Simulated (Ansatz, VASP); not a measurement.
# Cu in VASP and in Ansatz

The input INCAR:

```
SYSTEM = Cu
  PREC = Accurate
  ENCUT = 520
  EDIFF = 1E-6
  ISMEAR = 0
  SIGMA = 0.15
  LREAL = .False.
  LASPH = .True.
  NELM = 60
  ALGO = Fast
  ISIF = 2
  LWAVE = .False.
  LCHARG = .True.
  LELF = .True.
  LVHAR = .True.
  NBANDS = 18
```

KPOINTS

```
regular mesh
0
Gamma
  21 21 12
  0 0 0
```

File POSCAR:

```
Cu
1.0
    2.4883286535      0.0000000000      0.0000000000
   -1.2441643268      2.1549558269      0.0000000000
    0.0000000000      0.0000000000      4.0637143877
Cu
2
Direct
    0.3333333333      0.6666666667      0.2340047814
    0.6666666667      0.3333333333      0.7659952186
```

Input for Ansatz:

```yaml
crystal:
  lattice:
    - [2.4883286535, 0.0, 0.0]
    - [-1.2441643268, 2.1549558269, 0.0]
    - [0.0, 0.0, 4.0637143877]
  atoms:
    - { symbol: Cu, position: [0.3333333333, 0.6666666667, 0.2340047814] }
    - { symbol: Cu, position: [0.6666666667, 0.3333333333, 0.7659952186] }
basis:
  ecutwfc: 520.0
kpoints:
  mp_grid: { grid: [21, 21, 12] }
hamiltonian:
  xc: lda
  pseudopotentials: { kind: paw, azcp: { folder: soft_1 } }
scf:
  occupations: { method: gaussian, width: 0.15 }
output:
  forces: true
  stress: true
  eigenvalues: true
  write_density: true
  write_potential: true
  elf: true
  volumetric_format: npy
```

Change from the starting cell: mode 5 frozen in at +0.000 Å and mode 6 at -0.065 Å (largest displacements).

Alike in both runs: task single point; functional LDA; k mesh 21 × 21 × 12; occupations gaussian, width 0.15 eV; no spin polarisation.

|  | VASP | Ansatz |
| --- | --- | --- |
| version | VASP 6.6.1 | Ansatz 0.2.0 |
| potentials or method | VASP PAW LDA potentials, release 64 (Cu), cutoff 520 eV | scalar-relativistic, plane waves, PAW |
| valence electrons in the cell | 22 | 38 |

VASP gave:

| Quantity | Value |
| --- | --- |
| gap on the k mesh at the Fermi level (eV) | none |
| pressure (GPa) | 3.2 |
| traceless stress, the component that is largest in VASP (GPa) | 2.48 |
| rms of the force components (eV/Å) | 0.688 |

Q: Which values does Ansatz return?

A: gap on the k mesh at the Fermi level (eV): none; pressure (GPa): 2.1; traceless stress, the component that is largest in VASP (GPa): 2.53; rms of the force components (eV/Å): 0.681.

Ansatz warns that its potentials were made for another functional, while VASP's fit it. LDA's correlation is that of Perdew and Zunger in VASP and of Perdew and Wang (1992) in Ansatz. Atom by atom the forces differ by 0.007 eV/Å (rms over components). A gap of «none» marks a metal or a gap that the smearing closes. VASP's potentials hold 22 valence electrons a cell and Ansatz's 38, so a difference there can come from the potentials and not from the codes.
